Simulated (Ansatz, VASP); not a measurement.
## BeTe: VASP beside Ansatz

Contents of INCAR:

```
ALGO = Normal ; EDIFF = 1E-6
ENCUT = 520 ; GGA = RP
ISIF = 2 ; ISMEAR = -1
IVDW = 13 ; LASPH = T
LCHARG = F ; LREAL = F
LWAVE = F ; NBANDS = 11
NELM = 80 ; PREC = Accurate
SIGMA = 0.05
```

Contents of KPOINTS:

```
k-points
0
Gamma
  8 8 8
```

POSCAR

```
BeTe
1.0
    0.0000000000      2.7134535211      2.7134535211
    2.7134535211      0.0000000000      2.7134535211
    2.7134535211      2.7134535211      0.0000000000
Te Be
1 1
Direct
    0.7500000000      0.7500000000      0.7500000000
    0.0000000000      0.0000000000      0.0000000000
```

Contents of input.yaml:

```yaml
crystal:
  lattice:
    - [0.0, 2.7134535211, 2.7134535211]
    - [2.7134535211, 0.0, 2.7134535211]
    - [2.7134535211, 2.7134535211, 0.0]
  atoms:
    - { symbol: Te, position: [0.75, 0.75, 0.75] }
    - { symbol: Be, position: [0.0, 0.0, 0.0] }
hamiltonian:
  xc: rpbe
  pseudopotentials: { kind: paw }
  dispersion: d4
kpoints:
  mp_grid: { grid: [8, 8, 8] }
scf:
  occupations: { method: fermi_dirac, width: 0.05 }
output:
  forces: true
  stress: true
  eigenvalues: true
```

Alike in both runs: task single point; functional RPBE; dispersion D4; k mesh 8 × 8 × 8; occupations fermi-dirac, width 0.05 eV; no spin polarisation.

|  | VASP | Ansatz |
| --- | --- | --- |
| version | VASP 6.6.1 | Ansatz 0.2.0 |
| potentials or method | VASP PAW PBE potentials, release 64 (Te, Be) | Ansatz PAW |
| plane-wave cutoff (eV) | 520 | 420 |
| valence electrons in the cell | 8 | 18 |

|  | VASP | Ansatz | Ansatz less VASP |
| --- | --- | --- | --- |
| gap on the k mesh at the Fermi level (eV) | 1.75 | 1.77 | +0.020 |
| least direct gap on the mesh (eV) | 3.51 | 3.54 | +0.027 |
| pressure (GPa) | 5.5 | 5.3 | -0.17 |

VASP's potentials were made for PBE, not for RPBE. VASP's potentials hold 8 valence electrons a cell and Ansatz's 18, so a difference there can come from the potentials and not from the codes.

Neither program's run includes spin-orbit coupling.
